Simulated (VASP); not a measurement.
# BP in VASP: notebook

The runs below take BP through single point, with PBEsol.

All numbers are computed with VASP 6.6.1; they aren't measurements. Logs are shortened: lines on timing, memory, paths and dates and some standing lists are left out, and cuts for length are marked.

### Step 1. The cell of the first run

The cell holds a sheet with vacuum, 2 atoms: a = 3.200 Å, b = 3.200 Å, c = 14.000 Å, α = 90.00°, β = 90.00°, γ = 120.00°.

### Step 2. Single point, PBEsol

INCAR reads:

```
PREC = Accurate
ENCUT = 420
EDIFF = 1E-6
ISMEAR = 0
SIGMA = 0.03
LREAL = F
LASPH = T
NELM = 120
ALGO = Normal
ISIF = 2
LWAVE = F
LCHARG = F
LDIPOL = T
IDIPOL = 3
DIPOL = 0.5 0.5 0.500
GGA = PS
NBANDS = 11
GGA_COMPAT = F
NELMDL = -8
```

KPOINTS reads:

```
regular mesh
0
Gamma
  12 12 1
```

POSCAR reads:

```
BP
1.0
    3.2000000000      0.0000000000      0.0000000000
   -1.6000000000      2.7712812921      0.0000000000
    0.0000000000      0.0000000000     14.0000000000
B P
1 1
Direct
    0.3333330000      0.6666670000      0.5000000000
    0.6666670000      0.3333330000      0.5000000000
```

Potentials or basis: VASP PAW PBE potentials, release 64 (B, P).

Run with:

```bash
$ cat potpaw_PBE.64/B/POTCAR potpaw_PBE.64/P/POTCAR > POTCAR
$ mpirun -np 1 vasp_std > vasp.out
```

OUTCAR:

```text
PREC = Accurate
   ENCUT = 420
   EDIFF = 1E-6
   ISMEAR = 0
   LREAL = F
   LASPH = T
   NELM = 120
   ISIF = 2
   GGA = PS
   NELMDL = -8

 ion  position               nearest neighbor table
   1  0.333  0.667  0.500-   2 1.85   2 1.85   2 1.85
   2  0.667  0.333  0.500-   1 1.85   1 1.85   1 1.85

  LATTYP: Found a hexagonal cell.
 ALAT       =     3.2000000000
 C/A-ratio  =     4.3750000000

  Lattice vectors:

 A1 = (   3.2000000000,   0.0000000000,   0.0000000000)
 A2 = (  -1.6000000000,   2.7712812921,   0.0000000000)
 A3 = (   0.0000000000,   0.0000000000,  14.0000000000)

Analysis of symmetry for initial positions (statically):
=====================================================================
 Subroutine PRICEL returns:
 Original cell was already a primitive cell.

 Routine SETGRP: Setting up the symmetry group for a
 hexagonal supercell.

 Subroutine GETGRP returns: Found 12 space group operations
 (whereof 12 operations were pure point group operations)
 out of a pool of 24 trial point group operations.

The static configuration has the point symmetry D_3h.

Analysis of symmetry for dynamics (positions and initial velocities):
=====================================================================
 Subroutine PRICEL returns:
 Original cell was already a primitive cell.

 Routine SETGRP: Setting up the symmetry group for a
 hexagonal supercell.

 Subroutine GETGRP returns: Found 12 space group operations
 (whereof 12 operations were pure point group operations)
 out of a pool of 24 trial point group operations.

The dynamic configuration has the point symmetry D_3h.

 Subroutine INISYM returns: Found 12 space group operations
 (whereof 12 operations are pure point group operations),
 and found     1 'primitive' translations

----------------------------------------------------------------------------------------

                                     Primitive cell

  volume of cell :     124.1534

  direct lattice vectors                    reciprocal lattice vectors
     3.200000000  0.000000000  0.000000000     0.312500000  0.180421959  0.000000000
    -1.600000000  2.771281292  0.000000000     0.000000000  0.360843918  0.000000000
     0.000000000  0.000000000 14.000000000     0.000000000  0.000000000  0.071428571

  length of vectors
     3.200000000  3.200000000 14.000000000     0.360843918  0.360843918  0.071428571

  position of ions in fractional coordinates (direct lattice)
     0.333333000  0.666667000  0.500000000
     0.666667000  0.333333000  0.500000000

  ion indices of the primitive-cell ions
   primitive index   ion index
                 1           1
[... 85 lines left out ...]
   IMIX   =      4    mixing-type and parameters
     AMIX     =   0.40;   BMIX     =  1.00
     AMIX_MAG =   1.60;   BMIX_MAG =  1.00
  volume/ion in A,a.u.               =      62.08       418.91
  Fermi-wavevector in a.u.,A,eV,Ry     =   0.656325  1.240273  5.860871  0.430762
  Thomas-Fermi vector in A             =   1.727481
   LORBIT       =      0    0 simple, 1 ext, 2 COOP (PROOUT), +10 PAW based schemes
   GGA     = PS    functional components
   LHFCALC =     F    Hartree Fock is set to
   AEXX    =    0.0000 exact exchange contribution
   IVDW    =     0    specifies the selected vdW correction
   LEPSILON=     F    determine dielectric tensor
   LRPA    =     F    only Hartree local field effects (RPA)
 non-spin polarized calculation
 Gauss-broadening in eV      SIGMA  =   0.03
  energy-cutoff  :      420.00
  volume of cell :      124.15
 maximum number of plane-waves:      2447
 NGX is ok and might be reduce to    24
   NGX = 11   NGY = 11   NGZ = 47

 dipolmoment           0.000000      0.000000     -0.000000 electrons x Angstroem

 number of electron       7.9999999 magnetization

 dipolmoment           0.000000      0.000000      0.000000 electrons x Angstroem

 Free energy of the ion-electron system (eV)
  ---------------------------------------------------
  ext. energy  EPLUGINS =         0.00000000
  ---------------------------------------------------
  free energy    TOTEN  =       -12.71112606 eV

  energy without entropy =      -12.71112606  energy(sigma->0) =      -12.71112606

 E-fermi :  -2.6702     XC(G=0):  -3.0388

 val. band max:       -2.8526771717   @ k =   0.3333   0.3333   0.0000
 cond. band min:      -1.9830709075   @ k =   0.3333   0.3333   0.0000
 fundamental gap:      0.8696062642
 Fermi energy:        -2.6702464270

 k-point     1 :       0.0000    0.0000    0.0000
  band No.  band energies     occupation
      1     -16.5816      2.00000
      2      -7.0704      2.00000
      3      -4.4636      2.00000
      4      -4.4635      2.00000
      5       0.9631      0.00000
      6       1.8203      0.00000
      7       1.8204      0.00000
      8       2.3261      0.00000
      9       2.6552      0.00000
     10       3.1097      0.00000
     11       5.2575      0.00000
[... 239 lines left out ...]
 k-point    19 :       0.3333    0.3333    0.0000
  band No.  band energies     occupation
      1     -13.0989      2.00000
      2     -10.7417      2.00000
      3      -9.1957      2.00000
      4      -2.8527      2.00000
      5      -1.9831      0.00000
      6       3.4531      0.00000
      7       4.5167      0.00000
      8       5.6115      0.00000
      9       6.8316      0.00000
     10       7.8822      0.00000
     11       7.9769      0.00000

------------------------ aborting loop because EDIFF is reached ----------------------------------------

 vacuum level on the upper side and lower side of the slab       (xc-potential included)        -0.087        -0.087

  FORCE on cell =-STRESS in cart. coord.  units (eV):
  Direction    XX          YY          ZZ          XY          YZ          ZX
  --------------------------------------------------------------------------------------
  -------------------------------------------------------------------------------------
  Total        0.0323170      0.0323170     -0.0037252      0.0000000     -0.0000000     -0.0000000
  in kB        0.4170455      0.4170455     -0.0480734      0.0000000     -0.0000000     -0.0000000
  external PRESSURE =       0.2620058 kB  Pullay stress =       0.0000000 kB

 VOLUME and BASIS-vectors are now :
 -----------------------------------------------------------------------------
  energy-cutoff  :      420.00
  volume of cell :      124.15
      direct lattice vectors                 reciprocal lattice vectors
     3.200000000  0.000000000  0.000000000     0.312500000  0.180421959  0.000000000
    -1.600000000  2.771281292  0.000000000     0.000000000  0.360843918  0.000000000
     0.000000000  0.000000000 14.000000000     0.000000000  0.000000000  0.071428571

 POSITION                                       TOTAL-FORCE (eV/Angst)
 -----------------------------------------------------------------------------------
     -0.00000      1.84752      7.00000         0.000000     -0.000000      0.000000
      1.60000      0.92376      7.00000        -0.000000      0.000000      0.000000
 -----------------------------------------------------------------------------------
    total drift:                               -0.000145      0.000084      0.000000

  FREE ENERGIE OF THE ION-ELECTRON SYSTEM (eV)
  ---------------------------------------------------
  free  energy   TOTEN  =       -12.7111260612 eV

  energy  without entropy=      -12.7111260612  energy(sigma->0) =      -12.71112606

 vacuum level on the upper side and lower side of the slab         2.250         2.250
```

OSZICAR:

```text
N       E                     dE             d eps       ncg     rms          rms(c)
DAV:   1     0.352894518079E+02    0.35289E+02   -0.25128E+03   418   0.429E+02
DAV:   2    -0.103934705113E+02   -0.45683E+02   -0.42648E+02   560   0.957E+01
DAV:   3    -0.135420589955E+02   -0.31486E+01   -0.31361E+01   565   0.303E+01
[... 15 lines left out ...]
DAV:  19    -0.127110909036E+02   -0.24740E-04   -0.13127E-06   520   0.435E-03    0.254E-03
DAV:  20    -0.127111220977E+02   -0.31194E-04   -0.33758E-06   446   0.509E-03    0.850E-04
DAV:  21    -0.127111244732E+02   -0.23755E-05   -0.11513E-07   529   0.125E-03    0.243E-04
DAV:  22    -0.127111260060E+02   -0.15328E-05   -0.83159E-08   440   0.735E-04    0.957E-05
DAV:  23    -0.127111260612E+02   -0.55246E-07   -0.10341E-09   538   0.116E-04
   1 F= -.12711126E+02 E0= -.12711126E+02  d E =-.204879E-19
```

Run time: 26 s. Hardware: 1 thread of Intel Xeon Platinum 8259CL at 2.50GHz (Skylake/Cascade Lake), shared host; peak memory 0.21 GiB.

Results:

* Free energy: -12.7111 eV
* Band gap on the k mesh: 0.87 eV

Caveat: the PAW data sets were made with another functional, which shifts forces and pressure a little.

### Step 3. Single point, PBEsol

This run uses another cell than the first one.

INCAR reads:

```
SYSTEM = BP
ALGO = Normal
DIPOL = 0.5 0.5 0.294
EDIFF = 1E-6
ENCUT = 420
GGA = PS
GGA_COMPAT = .FALSE.
IDIPOL = 3
ISIF = 2
ISMEAR = 0
LASPH = .TRUE.
LCHARG = .FALSE.
LDIPOL = .TRUE.
LREAL = .FALSE.
LWAVE = .FALSE.
NBANDS = 11
NELM = 120
NELMDL = -8
PREC = Accurate
SIGMA = 0.03
```

KPOINTS reads:

```
k-points
0
G
  12 12 1
  0 0 0
```

POSCAR reads:

```
BP
1.0
    3.2001617468      0.0000000000      0.0000000000
   -1.6000808734      2.7714213690      0.0000000000
    0.0000000000      0.0000000000     23.8000000000
B P
1 1
Direct
    0.3333333333      0.6666666667      0.2941176471
    0.6666666667      0.3333333333      0.2941176471
```

Potentials or basis: VASP PAW PBE potentials, release 64 (B, P).

Run with:

```bash
$ cat potpaw_PBE.64/B/POTCAR potpaw_PBE.64/P/POTCAR > POTCAR
$ mpirun -np 1 vasp_std > vasp.out
```

It took 44 s on 1 thread of Intel Xeon Platinum 8259CL at 2.50GHz (Skylake/Cascade Lake), shared host; peak memory 0.28 GiB.

The run converged. Its results:

| Property | Result |
| --- | --- |
| Free energy | -12.7113 eV |
| Band gap on the k mesh | 0.87 eV |

Levels at points of the mesh, in eV from the valence-band top:
```
           k point  band 2  band 3  band 4  band 5  band 6  band 7
(0.00, 0.00, 0.00)   -4.22   -1.61   -1.61    3.83    4.67    4.67
(0.50, 0.00, 0.00)   -8.35   -3.63   -1.08    1.44    2.84    7.91
```

Caveat: the PAW data sets were made with another functional, which shifts forces and pressure a little.
